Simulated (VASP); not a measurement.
# GaP (R-3m) in VASP: notebook

Runs on GaP. Level: PBEsol. Tasks: single point.

Program: VASP 6.6.1. These are calculated values, not measurements. Logs are shortened: lines on timing, memory, paths and dates and some standing lists are left out, and cuts for length are marked.

## 1. The cell of the first run

Symmetry: R-3m, No. 166, trigonal system. Conventional cell: a = 3.807 Å, b = 3.807 Å, c = 18.899 Å, α = 90.00°, β = 90.00°, γ = 120.00°. Ga (site symmetry 3m) has 3 P at 2.35 Å and 1 Ga at 2.44 Å within 3.1 Å. P (site symmetry 3m) has 1 P at 2.17 Å and 3 Ga at 2.35 Å within 2.9 Å.

## 2. Single point, PBEsol

INCAR

```
SYSTEM = GaP
ALGO = Normal
EDIFF = 1E-6
ENCUT = 520
GGA = PS
ISIF = 2
ISMEAR = -1
LASPH = .True.
LCHARG = .False.
LREAL = .False.
LWAVE = .False.
NBANDS = 26
NELM = 60
PREC = Accurate
SIGMA = 0.05
```

KPOINTS

```
k-points
0
Gamma
  8 8 8
  0 0 0
```

POSCAR

```
GaP
1.0
    1.9033506749      1.0989000245      6.2995322420
   -1.9033506749      1.0989000245      6.2995322420
    0.0000000000     -2.1978000491      6.2995322420
Ga P
2 2
Direct
    0.5646280000      0.5646280000      0.5646280000
    0.4353720000      0.4353720000      0.4353720000
    0.9426110000      0.9426110000      0.9426110000
    0.0573890000      0.0573890000      0.0573890000
```

Potentials or basis: VASP PAW PBE potentials, release 64 (Ga_d, P).

Command:

```sh
$ cat potpaw_PBE.64/Ga_d/POTCAR potpaw_PBE.64/P/POTCAR > POTCAR
$ mpirun -np 1 vasp_std > vasp.out
```

OUTCAR:

```text
SYSTEM = GaP
   EDIFF = 1E-6
   ENCUT = 520
   GGA = PS
   ISIF = 2
   ISMEAR = -1
   LASPH = .True.
   LREAL = .False.
   NELM = 60
   PREC = Accurate

 ion  position               nearest neighbor table
   1  0.565  0.565  0.565-   3 2.35   3 2.35   3 2.35   2 2.44
   2  0.435  0.435  0.435-   4 2.35   4 2.35   4 2.35   1 2.44
   3  0.943  0.943  0.943-   4 2.17   1 2.35   1 2.35   1 2.35
   4  0.057  0.057  0.057-   3 2.17   2 2.35   2 2.35   2 2.35

  LATTYP: Found a trigonal (rhomboedric) cell.
 ALAT       =     6.6719136328
 COS(alpha) =     0.8372328403

  Lattice vectors:

 A1 = (   1.9033506749,   1.0989000245,   6.2995322420)
 A2 = (  -1.9033506749,   1.0989000245,   6.2995322420)
 A3 = (   0.0000000000,  -2.1978000491,   6.2995322420)

Analysis of symmetry for initial positions (statically):
=====================================================================
 Subroutine PRICEL returns:
 Original cell was already a primitive cell.

 Routine SETGRP: Setting up the symmetry group for a
 trigonal (rhombohedral) supercell.

 Subroutine GETGRP returns: Found 12 space group operations
 (whereof 12 operations were pure point group operations)
 out of a pool of 12 trial point group operations.

The static configuration has the point symmetry D_3d.

Analysis of symmetry for dynamics (positions and initial velocities):
=====================================================================
 Subroutine PRICEL returns:
 Original cell was already a primitive cell.

 Routine SETGRP: Setting up the symmetry group for a
 trigonal (rhombohedral) supercell.

 Subroutine GETGRP returns: Found 12 space group operations
 (whereof 12 operations were pure point group operations)
 out of a pool of 12 trial point group operations.

The dynamic configuration has the point symmetry D_3d.

 Subroutine INISYM returns: Found 12 space group operations
 (whereof 12 operations are pure point group operations),
 and found     1 'primitive' translations

----------------------------------------------------------------------------------------

                                     Primitive cell

  volume of cell :      79.0563

  direct lattice vectors                    reciprocal lattice vectors
     1.903350675  1.098900025  6.299532242     0.262694629  0.151666815  0.052913982
    -1.903350675  1.098900025  6.299532242    -0.262694629  0.151666815  0.052913982
     0.000000000 -2.197800049  6.299532242     0.000000000 -0.303333630  0.052913982

  length of vectors
     6.671913633  6.671913633  6.671913633     0.307914242  0.307914242  0.307914242

  position of ions in fractional coordinates (direct lattice)
     0.564628000  0.564628000  0.564628000
     0.435372000  0.435372000  0.435372000
     0.942611000  0.942611000  0.942611000
     0.057389000  0.057389000  0.057389000

  ion indices of the primitive-cell ions
   primitive index   ion index
                 1           1
                 2           2
                 3           3
                 4           4

----------------------------------------------------------------------------------------

 KPOINTS: k-points

Automatic generation of k-mesh.
 Grid dimensions read from file:
 generate k-points for:    8    8    8

 Generating k-lattice:

  Cartesian coordinates                     Fractional coordinates (reciprocal lattice)
     0.032836829  0.018958352  0.006614248     0.125000000 -0.000000000 -0.000000000
    -0.032836829  0.018958352  0.006614248    -0.000000000  0.125000000 -0.000000000
     0.000000000 -0.037916704  0.006614248    -0.000000000 -0.000000000  0.125000000

  Length of vectors
     0.038489280  0.038489280  0.038489280

  Shift w.r.t. Gamma in fractional coordinates (k-lattice)
     0.000000000  0.000000000  0.000000000

 Subroutine IBZKPT returns following result:
 ===========================================

 Found     65 irreducible k-points:

 Following reciprocal coordinates:
            Coordinates               Weight
  0.000000  0.000000  0.000000      1.000000
  0.125000  0.000000 -0.000000      6.000000
  0.250000  0.000000 -0.000000      6.000000
  0.375000  0.000000 -0.000000      6.000000
  0.500000  0.000000 -0.000000      3.000000
  0.125000  0.125000 -0.000000      6.000000
[... 16 lines left out ...]
  0.250000  0.125000  0.125000      6.000000
  0.375000  0.125000  0.125000      6.000000
 [... further k-points ...]
   k-points           NKPTS =     65   k-points in BZ     NKDIM =     65   number of bands    NBANDS=     26
   number of dos      NEDOS =    301   number of ions     NIONS =      4
   total plane-waves  NPLWV = 125000
   dimension x,y,z NGX =    50 NGY =   50 NGZ =   50
   dimension x,y,z NGXF=   100 NGYF=  100 NGZF=  100
   ions per type =               2   2
   NGX,Y,Z   is equivalent  to a cutoff of  12.46, 12.46, 12.46 a.u.
   NGXF,Y,Z  is equivalent  to a cutoff of  24.92, 24.92, 24.92 a.u.
 SYSTEM =  GaP
   PREC   = accura    normal or accurate (medium, high low for compatibility)
   ISTART =      0    job   : 0-new  1-cont  2-samecut
   ICHARG =      2    charge: 1-file 2-atom 10-const
   ISPIN  =      1    spin polarized calculation?
   LNONCOLLINEAR =      F non collinear calculations
   LSORBIT =      F    spin-orbit coupling
   LASPH  =      T    aspherical Exc in radial PAW
   ENCUT  =  520.0 eV  38.22 Ry    6.18 a.u.  12.41 12.41 12.41*2*pi/ulx,y,z
   NELM   =     60;   NELMIN=  2; NELMDL= -5     # of ELM steps
   EDIFF  = 0.1E-05   stopping-criterion for ELM
   LREAL  =      F    real-space projection
   EDIFFG = 0.1E-04   stopping-criterion for IOM
   NSW    =      0    number of steps for IOM
   IBRION =     -1    ionic relax: 0-MD 1-quasi-New 2-CG
   NFREE  =      0    steps in history (QN), initial steepest desc. (CG)
   ISIF   =      2    stress and relaxation
   ISYM   =      2    0-nonsym 1-usesym 2-fastsym
   POTIM  = 0.5000    time-step for ionic-motion
   TEBEG  =    0.0;   TEEND  =   0.0 temperature during run
   PSTRESS=    0.0 pullay stress
   NELECT =      36.0000    total number of electrons
   NUPDOWN=      -1.0000    fix difference up-down
   EMIN   =  10.00;   EMAX   =-10.00  energy-range for DOS
   EFERMI =   0.00;   METHOD = LEGACY
   ISMEAR =    -1;   SIGMA  =   0.05  broadening in eV -4-tet -1-fermi 0-gaus
   EFERMI_NEDOS =   21; number of points for ismear=-14 and -15
   IALGO  =     38    algorithm
   IMIX   =      4    mixing-type and parameters
     AMIX     =   0.40;   BMIX     =  1.00
     AMIX_MAG =   1.60;   BMIX_MAG =  1.00
  volume/ion in A,a.u.               =      19.76       133.37
  Fermi-wavevector in a.u.,A,eV,Ry     =   1.259496  2.380102 21.583335  1.586330
  Thomas-Fermi vector in A             =   2.393053
   LORBIT       =      0    0 simple, 1 ext, 2 COOP (PROOUT), +10 PAW based schemes
   GGA     = PS    functional components
   LHFCALC =     F    Hartree Fock is set to
   AEXX    =    0.0000 exact exchange contribution
   IVDW    =     0    specifies the selected vdW correction
   LEPSILON=     F    determine dielectric tensor
   LRPA    =     F    only Hartree local field effects (RPA)
 non-spin polarized calculation
  energy-cutoff  :      520.00
  volume of cell :       79.06
 maximum number of plane-waves:      2144
 NGX is ok and might be reduce to    50
   NGX = 25   NGY = 25   NGZ = 25

 number of electron      35.9999996 magnetization

 Free energy of the ion-electron system (eV)
  ---------------------------------------------------
  ext. energy  EPLUGINS =         0.00000000
  ---------------------------------------------------
  free energy    TOTEN  =       -19.31902217 eV

  energy without entropy =      -19.31901352  energy(sigma->0) =      -19.31901784

 E-fermi :   5.5281     XC(G=0): -10.1338

 val. band max:        5.1579969414   @ k =   0.0000   0.0000   0.0000
 cond. band min:       5.8887275378   @ k =   0.5000   0.5000  -0.0000
 fundamental gap:      0.7307305964
 Fermi energy:         5.5281037716

 k-point     1 :       0.0000    0.0000    0.0000
  band No.  band energies     occupation
      1      -9.7153      2.00000
      2      -9.5657      2.00000
      3      -9.5657      2.00000
      4      -9.5490      2.00000
      5      -9.5490      2.00000
      6      -9.4865      2.00000
[... 18 lines left out ...]
     25       9.4549      0.00000
     26      13.2410      0.00000

 k-point     2 :       0.1250    0.0000   -0.0000
  band No.  band energies     occupation
      1      -9.7115      2.00000
      2      -9.5929      2.00000
      3      -9.5635      2.00000
      4      -9.5609      2.00000
      5      -9.5411      2.00000
      6      -9.4901      2.00000
[... 18 lines left out ...]
     25      10.0249      0.00000
     26      13.1299      0.00000

 k-point     3 :       0.2500    0.0000   -0.0000
  band No.  band energies     occupation
      1      -9.7055      2.00000
      2      -9.6425      2.00000
      3      -9.5838      2.00000
      4      -9.5596      2.00000
      5      -9.5220      2.00000
      6      -9.4994      2.00000
[... 18 lines left out ...]
     25      11.3766      0.00000
     26      12.3771      0.00000

 k-point     4 :       0.3750    0.0000   -0.0000
  band No.  band energies     occupation
      1      -9.7089      2.00000
      2      -9.6742      2.00000
      3      -9.6003      2.00000
      4      -9.5573      2.00000
      5      -9.5091      2.00000
      6      -9.5030      2.00000
[... 18 lines left out ...]
     25      12.1883      0.00000
     26      12.5331      0.00000

 k-point     5 :       0.5000    0.0000   -0.0000
  band No.  band energies     occupation
      1      -9.7154      2.00000
      2      -9.6813      2.00000
      3      -9.6052      2.00000
      4      -9.5567      2.00000
      5      -9.5133      2.00000
      6      -9.4951      2.00000
[... 18 lines left out ...]
     25      11.9043      0.00000
     26      12.0357      0.00000

 k-point     6 :       0.1250    0.1250   -0.0000
  band No.  band energies     occupation
      1      -9.7113      2.00000
      2      -9.5903      2.00000
      3      -9.5646      2.00000
      4      -9.5629      2.00000
      5      -9.5408      2.00000
      6      -9.4901      2.00000
[... 427 lines left out ...]
 k-point    21 :       0.5000    0.5000   -0.0000
  band No.  band energies     occupation
      1      -9.7087      2.00000
      2      -9.6506      2.00000
      3      -9.6326      2.00000
      4      -9.5638      2.00000
      5      -9.5137      2.00000
      6      -9.4934      2.00000
[... 18 lines left out ...]
     25      14.3810      0.00000
     26      15.3840      0.00000

 k-point    22 :       0.1250    0.1250    0.1250
  band No.  band energies     occupation
      1      -9.7147      2.00000
      2      -9.5654      2.00000
      3      -9.5654      2.00000
      4      -9.5494      2.00000
      5      -9.5494      2.00000
      6      -9.4867      2.00000
[... 18 lines left out ...]
     25       9.5505      0.00000
     26      13.2324      0.00000

 k-point    23 :       0.2500    0.1250    0.1250
  band No.  band energies     occupation
      1      -9.7103      2.00000
      2      -9.5938      2.00000
      3      -9.5621      2.00000
      4      -9.5608      2.00000
      5      -9.5421      2.00000
      6      -9.4907      2.00000
[... 18 lines left out ...]
     25       9.9678      0.00000
     26      12.7324      0.00000

 k-point    24 :       0.3750    0.1250    0.1250
  band No.  band energies     occupation
      1      -9.7018      2.00000
      2      -9.6467      2.00000
      3      -9.5819      2.00000
      4      -9.5582      2.00000
      5      -9.5231      2.00000
      6      -9.5002      2.00000
[... 18 lines left out ...]
     25      11.0592      0.00000
     26      12.3808      0.00000

 [... further k-points ...]

------------------------ aborting loop because EDIFF is reached ----------------------------------------

  FORCE on cell =-STRESS in cart. coord.  units (eV):
  Direction    XX          YY          ZZ          XY          YZ          ZX
  --------------------------------------------------------------------------------------
  -------------------------------------------------------------------------------------
  Total        0.7204973      0.7204973      1.3489954      0.0000000     -0.0000000      0.0000000
  in kB       14.6018005     14.6018005     27.3391178      0.0000000     -0.0000000      0.0000000
  external PRESSURE =      18.8475729 kB  Pullay stress =       0.0000000 kB

 VOLUME and BASIS-vectors are now :
 -----------------------------------------------------------------------------
  energy-cutoff  :      520.00
  volume of cell :       79.06
      direct lattice vectors                 reciprocal lattice vectors
     1.903350675  1.098900025  6.299532242     0.262694629  0.151666815  0.052913982
    -1.903350675  1.098900025  6.299532242    -0.262694629  0.151666815  0.052913982
     0.000000000 -2.197800049  6.299532242     0.000000000 -0.303333630  0.052913982

 POSITION                                       TOTAL-FORCE (eV/Angst)
 -----------------------------------------------------------------------------------
      0.00000     -0.00000     10.67068         0.000000      0.000000     -0.127394
      0.00000     -0.00000      8.22792         0.000000     -0.000000      0.127394
      0.00000     -0.00000     17.81403         0.000000      0.000000     -0.266029
      0.00000     -0.00000      1.08457         0.000000     -0.000000      0.266029
 -----------------------------------------------------------------------------------
    total drift:                                0.000000     -0.000000      0.000000

  FREE ENERGIE OF THE ION-ELECTRON SYSTEM (eV)
  ---------------------------------------------------
  free  energy   TOTEN  =       -19.3190221726 eV

  energy  without entropy=      -19.3190135163  energy(sigma->0) =      -19.31901784
```

Wall time 2.6 min (1 thread of Intel Xeon 6975P-C (Granite Rapids), shared host); peak memory 0.39 GiB.

What came out:

```yaml
Free_energy: -19.3190 eV
Pressure: 1.9 GPa
Largest_force: 0.266 eV/Å
Band_gap_on_the_k_mesh: 0.73 eV, indirect (least direct gap 1.12 eV)
```

Forces in eV/Å, atoms in the order of the input:
```
Ga   0.000  0.000 -0.127
Ga   0.000  0.000  0.127
P    0.000  0.000 -0.266
P    0.000  0.000  0.266
```

Stress tensor (GPa, compression positive):
```
1.46 0.00 0.00
0.00 1.46 0.00
0.00 0.00 2.73
```

Caveat: the PAW data sets were made with another functional, which shifts forces and pressure a little. PBEsol gaps usually lie below the measured ones, often by a third to a half.

[end of part 1 of 2]
